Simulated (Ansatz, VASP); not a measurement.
# Mo in VASP and in Ansatz

```
Mo
1.0
    -1.58022    1.58022    1.58022
     1.58022   -1.58022    1.58022
     1.58022    1.58022   -1.58022
Mo
1
Cartesian
  0.0000 0.0000 0.0000
```

Alike in both runs: task relaxation of cell and atoms; functional PBE; dispersion D3(BJ); k mesh 18 × 18 × 18; occupations gaussian, width 0.1 eV; no spin polarisation.

```csv
,VASP,Ansatz
version,VASP 6.6.1,Ansatz 0.2.0
potentials or method,"VASP PAW PBE potentials, release 64 (Mo_sv), cutoff 600 eV","scalar-relativistic, plane waves, PAW"
valence electrons in the cell,14,14
```

Ansatz gave:

```
gap on the k mesh at the Fermi level, each at its own relaxed structure (eV) : none
relaxed volume (Å³/atom)                                                     : 15.33
relaxed cell length with the largest relative difference (Å)                 : 2.711
```

**Question.** Which values does VASP return?

**Answer.** gap on the k mesh at the Fermi level, each at its own relaxed structure (eV): none; relaxed volume (Å³/atom): 15.36; relaxed cell length with the largest relative difference (Å): 2.712.

A gap of «none» marks a metal or a gap that the smearing closes.
